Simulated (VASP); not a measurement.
A run of VASP 6.6.1 is set up as follows.

The input INCAR:

```
PREC     = Accurate       # precision mode
ENCUT    = 600            # plane-wave cutoff, eV
EDIFF    = 1E-6           # SCF threshold, eV
ISMEAR   = 0              # smearing method
SIGMA    = 0.1            # smearing width, eV
LREAL    = False          # projectors in reciprocal space
LASPH    = True           # aspherical terms in the spheres
NELM     = 60             # most SCF steps
ALGO     = Normal         # electronic algorithm
ISIF     = 3              # what is computed and relaxed
LWAVE    = False          # write WAVECAR
LCHARG   = False          # write CHGCAR
GGA      = PE             # functional
IBRION   = 2              # ionic algorithm
NSW      = 90             # ionic steps
EDIFFG   = -0.04          # ionic threshold
```

KPOINTS

```
regular mesh
0
Gamma
  6 6 4
```

File POSCAR:

```
InH2
1.0
    3.4432146400      0.0000000000      0.0000000000
    0.0000000000      3.4432146400      0.0000000000
    0.0000000000      0.0000000000      3.8265755400
In H
1 2
Direct
    0.5000000000      0.5000000000      0.0000000000
    0.0000000000      0.5000000000      0.8709623000
    0.5000000000      0.0000000000      0.1290377000
```

Potentials or basis: VASP PAW PBE potentials, release 64 (In_d, H).

Command:

```console
$ cat potpaw_PBE.64/In_d/POTCAR potpaw_PBE.64/H/POTCAR > POTCAR
$ mpirun -np 1 vasp_std > vasp.out
```

Predict the band gap on the k mesh.

zero (an odd number of electrons rules out a gap without spin polarisation).

What does it give for the space group after relaxing (to 0.1 Å)?

P-4m2 (No. 115).

Estimate the relaxed cell.

a = 3.806 Å, b = 3.806 Å, c = 3.023 Å, α = 90.00°, β = 90.00°, γ = 90.00°.

Forces on the atoms (eV/Å):
```
In   0.000  0.000  0.000
H    0.000  0.000 -0.015
H    0.000  0.000  0.015
```

Caveat: the k points lie up to 0.52 Å⁻¹ apart in the final cell, too coarse for converged energies and pressures of a metal; a cell axis changed by over 15 % at a fixed basis, so the end point is rough; spin-orbit coupling is left out, which moves the levels of the heavy elements.
